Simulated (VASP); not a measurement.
# MgCd5Te6 in VASP: notebook

MgCd5Te6 is run at these levels: PBE; tasks: single point.

All numbers are computed with VASP 6.6.1; they aren't measurements. Logs are shortened: lines on timing, memory, paths and dates and some standing lists are left out, and cuts for length are marked.

## Step 1: The cell of the first run

Symmetry: P3m1, No. 156, trigonal system. The conventional cell has a = 4.664 Å, b = 4.664 Å, c = 22.891 Å, α = 90.00°, β = 90.00°, γ = 120.00°. Within 3.7 Å of Mg (site symmetry 3m) lie 4 Te at 2.83 Å. Cd (site symmetry 3m) has 4 Te at 2.86 to 2.87 Å within 3.8 Å. Within 3.8 Å of Cd (site symmetry 3m) lie 4 Te at 2.86 to 2.87 Å. Within 3.8 Å of Cd (site symmetry 3m) lie 4 Te at 2.86 to 2.87 Å. Cd (site symmetry 3m) has 4 Te at 2.86 to 2.87 Å within 3.8 Å. Within 3.8 Å of Cd (site symmetry 3m) lie 4 Te at 2.86 to 2.87 Å. Te (site symmetry 3m) has 3 Mg at 2.83 Å and 1 Cd at 2.87 Å within 3.7 Å. Within 3.8 Å of Te (site symmetry 3m) lie 4 Cd at 2.86 to 2.87 Å.

## Step 2: Single point, PBE

File INCAR:

```
PREC = Accurate
ENCUT = 520
EDIFF = 1E-6
ISMEAR = 0
SIGMA = 0.1
LREAL = False
LASPH = True
NELM = 80
ALGO = Normal
ISIF = 2
LWAVE = False
LCHARG = False
GGA = PE
NBANDS = 61
```

File KPOINTS:

```
Automatic mesh
0
Gamma
  3 3 1
```

File POSCAR:

```
MgCd5Te6
1.0
    4.6644568094      0.0000000000      0.0000000000
   -2.3322284047      4.0395380918      0.0000000000
    0.0000000000      0.0000000000     22.8906652000
Mg Cd Te
1 5 6
Direct
    0.0000000000      0.0000000000      0.1656250000
    0.6666666667      0.3333333333      0.0021450000
    0.6666666667      0.3333333333      0.3317750000
    0.6666666667      0.3333333333      0.6667660000
    0.0000000000      0.0000000000      0.4991900000
    0.0000000000      0.0000000000      0.8343430000
    0.6666666667      0.3333333333      0.1274540000
    0.6666666667      0.3333333333      0.4570520000
    0.6666666667      0.3333333333      0.7921630000
    0.0000000000      0.0000000000      0.2891950000
    0.0000000000      0.0000000000      0.6245640000
    0.0000000000      0.0000000000      0.9597270000
```

Potentials or basis: VASP PAW PBE potentials, release 64 (Mg, Cd, Te).

Started as:

```
$ cat potpaw_PBE.64/Mg/POTCAR potpaw_PBE.64/Cd/POTCAR potpaw_PBE.64/Te/POTCAR > POTCAR
$ mpirun -np 1 vasp_std > vasp.out
```

OUTCAR:

```text
PREC = Accurate
   ENCUT = 520
   EDIFF = 1E-6
   ISMEAR = 0
   LREAL = False
   LASPH = True
   NELM = 80
   ISIF = 2
   GGA = PE

 ion  position               nearest neighbor table
   1  0.000  0.000  0.166-  10 2.83   7 2.83   7 2.83   7 2.83
   2  0.667  0.333  0.002-  12 2.86  12 2.86  12 2.86   7 2.87
   3  0.667  0.333  0.332-  10 2.86  10 2.86  10 2.86   8 2.87
   4  0.667  0.333  0.667-  11 2.86  11 2.86  11 2.86   9 2.87
   5  0.000  0.000  0.499-   8 2.86   8 2.86   8 2.86  11 2.87
   6  0.000  0.000  0.834-   9 2.86   9 2.86   9 2.86  12 2.87
   7  0.667  0.333  0.127-   1 2.83   1 2.83   1 2.83   2 2.87
   8  0.667  0.333  0.457-   5 2.86   5 2.86   5 2.86   3 2.87
   9  0.667  0.333  0.792-   6 2.86   6 2.86   6 2.86   4 2.87
  10  0.000  0.000  0.289-   1 2.83   3 2.86   3 2.86   3 2.86
  11  0.000  0.000  0.625-   4 2.86   4 2.86   4 2.86   5 2.87
  12  0.000  0.000  0.960-   2 2.86   2 2.86   2 2.86   6 2.87

  LATTYP: Found a hexagonal cell.
 ALAT       =     4.6644568094
 C/A-ratio  =     4.9074664286

  Lattice vectors:

 A1 = (   4.6644568094,   0.0000000000,   0.0000000000)
 A2 = (  -2.3322284047,   4.0395380918,   0.0000000000)
 A3 = (   0.0000000000,   0.0000000000,  22.8906652000)

Analysis of symmetry for initial positions (statically):
=====================================================================
 Subroutine PRICEL returns:
 Original cell was already a primitive cell.

 Routine SETGRP: Setting up the symmetry group for a
 hexagonal supercell.

 Subroutine GETGRP returns: Found  6 space group operations
 (whereof  6 operations were pure point group operations)
 out of a pool of 24 trial point group operations.

The static configuration has the point symmetry C_3v.

Analysis of symmetry for dynamics (positions and initial velocities):
=====================================================================
 Subroutine PRICEL returns:
 Original cell was already a primitive cell.

 Routine SETGRP: Setting up the symmetry group for a
 hexagonal supercell.

 Subroutine GETGRP returns: Found  6 space group operations
 (whereof  6 operations were pure point group operations)
 out of a pool of 24 trial point group operations.

The dynamic configuration has the point symmetry C_3v.

 Subroutine INISYM returns: Found  6 space group operations
 (whereof  6 operations are pure point group operations),
 and found     1 'primitive' translations

----------------------------------------------------------------------------------------

                                     Primitive cell

  volume of cell :     431.3117

  direct lattice vectors                    reciprocal lattice vectors
     4.664456809  0.000000000  0.000000000     0.214387235  0.123776528  0.000000000
    -2.332228405  4.039538092  0.000000000     0.000000000  0.247553056  0.000000000
     0.000000000  0.000000000 22.890665200     0.000000000  0.000000000  0.043685930

  length of vectors
     4.664456809  4.664456809 22.890665200     0.247553056  0.247553056  0.043685930

  position of ions in fractional coordinates (direct lattice)
     0.000000000  0.000000000  0.165625000
     0.666666667  0.333333333  0.002145000
     0.666666667  0.333333333  0.331775000
     0.666666667  0.333333333  0.666766000
     0.000000000  0.000000000  0.499190000
     0.000000000  0.000000000  0.834343000
     0.666666667  0.333333333  0.127454000
     0.666666667  0.333333333  0.457052000
     0.666666667  0.333333333  0.792163000
     0.000000000  0.000000000  0.289195000
     0.000000000  0.000000000  0.624564000
     0.000000000  0.000000000  0.959727000

  ion indices of the primitive-cell ions
   primitive index   ion index
                 1           1
                 2           2
                 3           3
                 4           4
                 5           5
                 6           6
                 7           7
                 8           8
                 9           9
                10          10
                11          11
                12          12

----------------------------------------------------------------------------------------

 KPOINTS: Automatic mesh

Automatic generation of k-mesh.
 Grid dimensions read from file:
 generate k-points for:    3    3    1

 Generating k-lattice:

  Cartesian coordinates                     Fractional coordinates (reciprocal lattice)
     0.071462412  0.041258843  0.000000000     0.333333333  0.000000000  0.000000000
     0.000000000  0.082517685  0.000000000     0.000000000  0.333333333  0.000000000
     0.000000000  0.000000000  0.043685930     0.000000000  0.000000000  1.000000000

  Length of vectors
     0.082517685  0.082517685  0.043685930

  Shift w.r.t. Gamma in fractional coordinates (k-lattice)
     0.000000000  0.000000000  0.000000000

 Subroutine IBZKPT returns following result:
 ===========================================

 Found      3 irreducible k-points:

 Following reciprocal coordinates:
            Coordinates               Weight
  0.000000  0.000000  0.000000      1.000000
  0.333333  0.000000  0.000000      6.000000
  0.333333  0.333333  0.000000      2.000000
   k-points           NKPTS =      3   k-points in BZ     NKDIM =      3   number of bands    NBANDS=     61
   number of dos      NEDOS =    301   number of ions     NIONS =     12
   total plane-waves  NPLWV = 233280
   dimension x,y,z NGX =    36 NGY =   36 NGZ =  180
   dimension x,y,z NGXF=    72 NGYF=   72 NGZF=  360
   ions per type =               1   5   6
   NGX,Y,Z   is equivalent  to a cutoff of  12.83, 12.83, 13.07 a.u.
   NGXF,Y,Z  is equivalent  to a cutoff of  25.66, 25.66, 26.15 a.u.
 SYSTEM =  unknown system
   PREC   = accura    normal or accurate (medium, high low for compatibility)
   ISTART =      0    job   : 0-new  1-cont  2-samecut
   ICHARG =      2    charge: 1-file 2-atom 10-const
   ISPIN  =      1    spin polarized calculation?
   LNONCOLLINEAR =      F non collinear calculations
   LSORBIT =      F    spin-orbit coupling
   LASPH  =      T    aspherical Exc in radial PAW
   ENCUT  =  520.0 eV  38.22 Ry    6.18 a.u.   8.67  8.67 42.56*2*pi/ulx,y,z
   NELM   =     80;   NELMIN=  2; NELMDL= -5     # of ELM steps
   EDIFF  = 0.1E-05   stopping-criterion for ELM
   LREAL  =      F    real-space projection
   EDIFFG = 0.1E-04   stopping-criterion for IOM
   NSW    =      0    number of steps for IOM
   IBRION =     -1    ionic relax: 0-MD 1-quasi-New 2-CG
   NFREE  =      0    steps in history (QN), initial steepest desc. (CG)
   ISIF   =      2    stress and relaxation
   ISYM   =      2    0-nonsym 1-usesym 2-fastsym
   POTIM  = 0.5000    time-step for ionic-motion
   TEBEG  =    0.0;   TEEND  =   0.0 temperature during run
   PSTRESS=    0.0 pullay stress
   NELECT =      98.0000    total number of electrons
   NUPDOWN=      -1.0000    fix difference up-down
   EMIN   =  10.00;   EMAX   =-10.00  energy-range for DOS
   EFERMI =   0.00;   METHOD = LEGACY
   ISMEAR =     0;   SIGMA  =   0.10  broadening in eV -4-tet -1-fermi 0-gaus
   EFERMI_NEDOS =   21; number of points for ismear=-14 and -15
   IALGO  =     38    algorithm
   IMIX   =      4    mixing-type and parameters
     AMIX     =   0.40;   BMIX     =  1.00
     AMIX_MAG =   1.60;   BMIX_MAG =  1.00
  volume/ion in A,a.u.               =      35.94       242.55
  Fermi-wavevector in a.u.,A,eV,Ry     =   0.998972  1.887783 13.577855  0.997944
  Thomas-Fermi vector in A             =   2.131231
   LORBIT       =      0    0 simple, 1 ext, 2 COOP (PROOUT), +10 PAW based schemes
   GGA     = PE    functional components
   LHFCALC =     F    Hartree Fock is set to
   AEXX    =    0.0000 exact exchange contribution
   IVDW    =     0    specifies the selected vdW correction
   LEPSILON=     F    determine dielectric tensor
   LRPA    =     F    only Hartree local field effects (RPA)
 non-spin polarized calculation
 Gauss-broadening in eV      SIGMA  =   0.10
  energy-cutoff  :      520.00
  volume of cell :      431.31
 maximum number of plane-waves:     11593
 NGX is ok and might be reduce to    36
   NGX = 17   NGY = 17   NGZ = 85

 number of electron      98.0000012 magnetization

 Free energy of the ion-electron system (eV)
  ---------------------------------------------------
  ext. energy  EPLUGINS =         0.00000000
  ---------------------------------------------------
  free energy    TOTEN  =       -29.77693002 eV

  energy without entropy =      -29.77693001  energy(sigma->0) =      -29.77693001

 E-fermi :   2.2974     XC(G=0):  -8.1957

 val. band max:        1.9087744434   @ k =   0.0000   0.0000   0.0000
 cond. band min:       2.6772100243   @ k =   0.0000   0.0000   0.0000
 fundamental gap:      0.7684355809
 Fermi energy:         2.2973585078

 k-point     1 :       0.0000    0.0000    0.0000
  band No.  band energies     occupation
      1      -8.9001      2.00000
      2      -8.8157      2.00000
      3      -8.7764      2.00000
      4      -8.6377      2.00000
      5      -8.6122      2.00000
      6      -8.4345      2.00000
[... 53 lines left out ...]
     60       6.6352      0.00000
     61       6.6365      0.00000

 k-point     2 :       0.3333    0.0000    0.0000
  band No.  band energies     occupation
      1      -8.6588      2.00000
      2      -8.6107      2.00000
      3      -8.5656      2.00000
      4      -8.5064      2.00000
      5      -8.4678      2.00000
      6      -8.2792      2.00000
[... 53 lines left out ...]
     60       6.5531      0.00000
     61       6.9661      0.00000

 k-point     3 :       0.3333    0.3333    0.0000
  band No.  band energies     occupation
      1      -8.5105      2.00000
      2      -8.4992      2.00000
      3      -8.4891      2.00000
      4      -8.4838      2.00000
      5      -8.3782      2.00000
      6      -8.1898      2.00000
[... 53 lines left out ...]
     60       7.4854      0.00000
     61       7.5258      0.00000

------------------------ aborting loop because EDIFF is reached ----------------------------------------

  FORCE on cell =-STRESS in cart. coord.  units (eV):
  Direction    XX          YY          ZZ          XY          YZ          ZX
  --------------------------------------------------------------------------------------
  -------------------------------------------------------------------------------------
  Total        2.1120812      2.1120812     -0.3014427      0.0000000      0.0000000      0.0000000
  in kB        7.8456694      7.8456694     -1.1197579      0.0000000      0.0000000      0.0000000
  external PRESSURE =       4.8571936 kB  Pullay stress =       0.0000000 kB

 VOLUME and BASIS-vectors are now :
 -----------------------------------------------------------------------------
  energy-cutoff  :      520.00
  volume of cell :      431.31
      direct lattice vectors                 reciprocal lattice vectors
     4.664456809  0.000000000  0.000000000     0.214387235  0.123776528  0.000000000
    -2.332228405  4.039538092  0.000000000     0.000000000  0.247553056  0.000000000
     0.000000000  0.000000000 22.890665200     0.000000000  0.000000000  0.043685930

 POSITION                                       TOTAL-FORCE (eV/Angst)
 -----------------------------------------------------------------------------------
      0.00000      0.00000      3.79127        -0.000000      0.000000      0.028080
      2.33223      1.34651      0.04910         0.000000     -0.000000      0.044981
      2.33223      1.34651      7.59455         0.000000     -0.000000      0.058252
      2.33223      1.34651     15.26272        -0.000000      0.000000      0.056269
      0.00000      0.00000     11.42679         0.000000      0.000000      0.057084
      0.00000      0.00000     19.09867        -0.000000      0.000000      0.055724
      2.33223      1.34651      2.91751         0.000000     -0.000000      0.018739
      2.33223      1.34651     10.46222        -0.000000     -0.000000     -0.055582
      2.33223      1.34651     18.13314        -0.000000      0.000000     -0.055780
      0.00000      0.00000      6.61987        -0.000000      0.000000     -0.089116
      0.00000      0.00000     14.29669        -0.000000      0.000000     -0.056531
      0.00000      0.00000     21.96879        -0.000000      0.000000     -0.062120
 -----------------------------------------------------------------------------------
    total drift:                               -0.000001      0.000001     -0.001379

  FREE ENERGIE OF THE ION-ELECTRON SYSTEM (eV)
  ---------------------------------------------------
  free  energy   TOTEN  =       -29.7769300151 eV

  energy  without entropy=      -29.7769300082  energy(sigma->0) =      -29.77693001
```

Run time: 66 s. Hardware: 1 thread of Intel Xeon 6975P-C (Granite Rapids), shared host; peak memory 0.55 GiB.

Results:

```
Free energy            : -29.7769 eV
Pressure               : 0.5 GPa
Largest force          : 0.089 eV/Å
Band gap on the k mesh : 0.77 eV
```

Forces in eV/Å, atoms in the order of the input:
```
Mg   0.000  0.000  0.028
Cd   0.000  0.000  0.045
Cd   0.000  0.000  0.058
Cd   0.000  0.000  0.056
Cd   0.000  0.000  0.057
Cd   0.000  0.000  0.056
Te   0.000  0.000  0.019
Te   0.000  0.000 -0.056
Te   0.000  0.000 -0.056
Te   0.000  0.000 -0.089
Te   0.000  0.000 -0.057
Te   0.000  0.000 -0.062
```

Levels at points of the mesh, in eV from the valence-band top:
```tsv
k point	band 47	band 48	band 49	band 50	band 51	band 52
(0.00, 0.00, 0.00)	-0.12	0.00	0.00	0.77	1.64	1.80
```

Caveat: the k points lie up to 0.52 Å⁻¹ apart; spin-orbit coupling is left out, which moves the levels of the heavy elements.

## Step 3: Single point, PBE

This run uses another cell than the first one, of 36.35 Å³/atom.

File INCAR:

```
PREC = Accurate
ENCUT = 520
EDIFF = 1E-7
ISMEAR = 0
SIGMA = 0.1
LREAL = F
LASPH = T
NELM = 60
ALGO = Normal
ISIF = 2
LWAVE = F
LCHARG = T
GGA = PE
LELF = T
LVHAR = T
NBANDS = 61
```

File KPOINTS:

```
regular mesh
0
Gamma
  3 3 1
```

File POSCAR:

```
MgCd5Te6
1.0
    4.7103116095      0.0012862251     -0.0001462942
   -2.3540147992      4.0771699226     -0.0008879592
   -0.0020295564      0.0055825731     22.7075001468
Mg Cd Te
1 5 6
Direct
   -0.0012912784     -0.0017122584      0.1652059143
    0.6685434773      0.3342513766      0.0023297455
    0.6670232950      0.3322662870      0.3312352257
    0.6677862637      0.3353784510      0.6664679226
   -0.0006509281     -0.0010938041      0.4987419501
   -0.0013296786      0.0009105449      0.8341972072
    0.6653613653      0.3316710833      0.1282572453
    0.6658604698      0.3321981879      0.4571131763
    0.6653776333      0.3341923895      0.7925385889
    0.0003694383     -0.0010155614      0.2889749803
    0.0011397632      0.0019850159      0.6247746179
    0.0018101792      0.0009682879      0.9601624260
```

Potentials or basis: VASP PAW PBE potentials, release 64 (Mg, Cd, Te).

Started as:

```
$ cat potpaw_PBE.64/Mg/POTCAR potpaw_PBE.64/Cd/POTCAR potpaw_PBE.64/Te/POTCAR > POTCAR
$ mpirun -np 1 vasp_std > vasp.out
```

Wall time 2 min (1 thread of Intel Xeon 6975P-C (Granite Rapids), shared host); peak memory 0.57 GiB.

Results (log left out):

| Property | Result |
| --- | --- |
| Free energy | -29.7983 eV |
| Pressure | 0.1 GPa |
| Largest force | 0.021 eV/Å |
| Band gap on the k mesh | 0.75 eV |

Forces in eV/Å, atoms in the order of the input:
```
Mg   0.002  0.002 -0.007
Cd  -0.002 -0.001 -0.010
Cd  -0.001  0.000  0.003
Cd  -0.001 -0.001  0.012
Cd  -0.001  0.001  0.012
Cd   0.003  0.000  0.004
Te   0.000  0.001  0.021
Te   0.001  0.001 -0.007
Te   0.001  0.000 -0.012
Te   0.000  0.000 -0.005
Te   0.000 -0.002 -0.011
Te  -0.002 -0.001  0.000
```

Levels at points of the mesh, in eV from the valence-band top:
| k point | band 47 | band 48 | band 49 | band 50 | band 51 | band 52 |
| --- | --- | --- | --- | --- | --- | --- |
| (0.00, 0.00, 0.00) | -0.05 | 0.00 | 0.00 | 0.75 | 1.55 | 1.74 |

Caveat: the k points lie up to 0.51 Å⁻¹ apart; spin-orbit coupling is left out, which moves the levels of the heavy elements.

## Step 4: Single point, PBE

File INCAR:

```
  ALGO = Normal
  EDIFF = 1E-6
  ENCUT = 520
  GGA = PE
  ISIF = 2
  ISMEAR = 0
  LASPH = True
  LCHARG = True
  LELF = True
  LREAL = False
  LVHAR = True
  LWAVE = False
  NBANDS = 61
  NELM = 100
  PREC = Accurate
  SIGMA = 0.1
```

File KPOINTS:

```
k-points
0
Gamma
  6 6 1
```

File POSCAR:

```
MgCd5Te6
1.0
    4.6644568000      0.0000000000      0.0000000000
   -2.3322284000      4.0395381000      0.0000000000
    0.0000000000      0.0000000000     22.8906652000
Mg Cd Te
1 5 6
Direct
    0.0000000000      0.0000000000      0.1656250000
    0.6666667000      0.3333333000      0.0021450000
    0.6666667000      0.3333333000      0.3317750000
    0.6666667000      0.3333333000      0.6667660000
    0.0000000000      0.0000000000      0.4991900000
    0.0000000000      0.0000000000      0.8343430000
    0.6666667000      0.3333333000      0.1274540000
    0.6666667000      0.3333333000      0.4570520000
    0.6666667000      0.3333333000      0.7921630000
    0.0000000000      0.0000000000      0.2891950000
    0.0000000000      0.0000000000      0.6245640000
    0.0000000000      0.0000000000      0.9597270000
```

Started as:

```
$ cat potpaw_PBE.64/Mg/POTCAR potpaw_PBE.64/Cd/POTCAR potpaw_PBE.64/Te/POTCAR > POTCAR
$ mpirun -np 1 vasp_std > vasp.out
```

It took 2.1 min on 1 thread of Intel Xeon 6975P-C (Granite Rapids), shared host; peak memory 0.6 GiB.

The run converged. Its results:

```yaml
Free_energy: -30.3976 eV
Pressure: 0.1 GPa
Largest_force: 0.021 eV/Å
Band_gap_on_the_k_mesh: 0.79 eV
```

Forces in eV/Å, atoms in the order of the input:
```
Mg   0.000  0.000  0.007
Cd   0.000  0.000  0.001
Cd   0.000  0.000  0.003
Cd   0.000  0.000  0.003
Cd   0.000  0.000  0.003
Cd   0.000  0.000  0.003
Te   0.000  0.000  0.013
Te   0.000  0.000 -0.003
Te   0.000  0.000 -0.003
Te   0.000  0.000 -0.021
Te   0.000  0.000 -0.003
Te   0.000  0.000 -0.004
```

Levels at points of the mesh, in eV from the valence-band top:
| k point | band 45 | band 46 | band 47 | band 48 | band 49 | band 50 | band 51 | band 52 | band 53 | band 54 |
| --- | --- | --- | --- | --- | --- | --- | --- | --- | --- | --- |
| (0.00, 0.00, 0.00) | -0.16 | -0.16 | -0.10 | 0.00 | 0.00 | 0.79 | 1.67 | 1.83 | 1.85 | 1.89 |
| (0.50, 0.00, 0.00) | -1.08 | -1.02 | -1.01 | -0.95 | -0.70 | 2.06 | 2.21 | 2.52 | 2.53 | 2.57 |

Caveat: spin-orbit coupling is left out, which moves the levels of the heavy elements.

## Step 5: The runs side by side

| cell | k mesh | gap on the mesh (eV) | pressure (GPa) | largest force (eV/Å) |
| --- | --- | --- | --- | --- |
| a = 4.664, b = 4.664, c = 22.891 Å, angles 90.0, 90.0, 120.0°, 12 atoms, atomic positions A | 3 × 3 × 1 | 0.77 | 0.5 | 0.09 |
| a = 4.710, b = 4.708, c = 22.708 Å, angles 90.0, 90.0, 120.0°, 12 atoms, atomic positions B | 3 × 3 × 1 | 0.75 | 0.1 | 0.02 |
| a = 4.664, b = 4.664, c = 22.891 Å, angles 90.0, 90.0, 120.0°, 12 atoms, atomic positions A | 6 × 6 × 1 | 0.79 | 0.1 | 0.02 |

Alike in all rows: task single point; level PBE; potentials or basis VASP PAW PBE potentials, release 64 (Mg, Cd, Te); no spin polarisation; cutoff (eV) 520; smearing gaussian 0.1 eV.

Caveats: some runs use coarse meshes; spin-orbit coupling is left out, which moves the levels of the heavy elements.

Total energies depend on the potentials used, so only differences within one code and one set of settings carry meaning.
